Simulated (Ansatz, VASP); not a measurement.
## TaN in VASP and in Ansatz

File INCAR:

```
SYSTEM = TaN
PREC = Accurate ; ENCUT = 520
EDIFF = 1E-6 ; ISMEAR = 0
SIGMA = 0.15 ; LREAL = .False.
LASPH = .True. ; NELM = 60
ALGO = Normal ; ISIF = 2
LWAVE = .False. ; LCHARG = .False.
GGA = PS ; NBANDS = 24
```

Contents of KPOINTS:

```
regular mesh
0
Gamma
  14 14 10
  0 0 0
```

Contents of POSCAR:

```
TaN
1.0
    0.0000000000     -2.1874436362     -2.1874436362
    0.0000000000      2.1874436362     -2.1874436362
    4.3748872723      0.0000000000      0.0000000000
Ta N
2 2
Direct
    0.5118583951      0.4881416049      0.0000000000
   -0.0118583951      0.0118583951      0.5000000000
    0.4869710929      0.5130289071      0.5000000000
    0.0130289071     -0.0130289071      0.0000000000
```

Input for Ansatz:

```yaml
crystal:
  lattice:
    - [0.0, -2.1874436362, -2.1874436362]
    - [0.0, 2.1874436362, -2.1874436362]
    - [4.3748872723, 0.0, 0.0]
  atoms:
    - { symbol: Ta, position: [0.5118583951, 0.4881416049, 0.0] }
    - { symbol: Ta, position: [-0.0118583951, 0.0118583951, 0.5] }
    - { symbol: "N", position: [0.4869710929, 0.5130289071, 0.5] }
    - { symbol: "N", position: [0.0130289071, -0.0130289071, 0.0] }
basis:
  ecutwfc: 520.0
kpoints:
  mp_grid: { grid: [14, 14, 10] }
hamiltonian:
  xc: pbesol
  pseudopotentials: { kind: paw, azcp: { folder: soft_1 } }
scf:
  occupations: { method: gaussian, width: 0.15 }
output:
  forces: true
  stress: true
  eigenvalues: true
```

Change from the starting cell: mode 1 frozen in at +0.000 Å and mode 2 at -0.057 Å (largest displacements).

Alike in both runs: task single point; functional PBEsol; k mesh 14 × 14 × 10; occupations gaussian, width 0.15 eV; no spin polarisation.

```csv
,VASP,Ansatz
version,VASP 6.6.1,Ansatz 0.2.0
potentials or method,"VASP PAW PBE potentials, release 64 (Ta_pv, N), cutoff 520 eV","scalar-relativistic, plane waves, PAW"
valence electrons in the cell,32,36
```

Ansatz gave:

- gap on the k mesh at the Fermi level (eV): none
- pressure (GPa): 0.0
- traceless stress, the component that is largest in VASP (GPa): 2.76
- rms of the force components (eV/Å): 0.101

Question: Estimate VASP's values.

Answer: gap on the k mesh at the Fermi level (eV): none; pressure (GPa): 1.2; traceless stress, the component that is largest in VASP (GPa): 2.81; rms of the force components (eV/Å): 0.106.

VASP's potentials were made for PBE, not for PBEsol, and Ansatz warns of the same on its side. Atom by atom the forces differ by 0.005 eV/Å (rms over components). A gap of «none» marks a metal or a gap that the smearing closes. With one functional, cell and mesh, what is left measures potentials, basis and numerics. VASP's potentials hold 32 valence electrons a cell and Ansatz's 36, so a difference there can come from the potentials and not from the codes.

Spin-orbit coupling is off throughout.
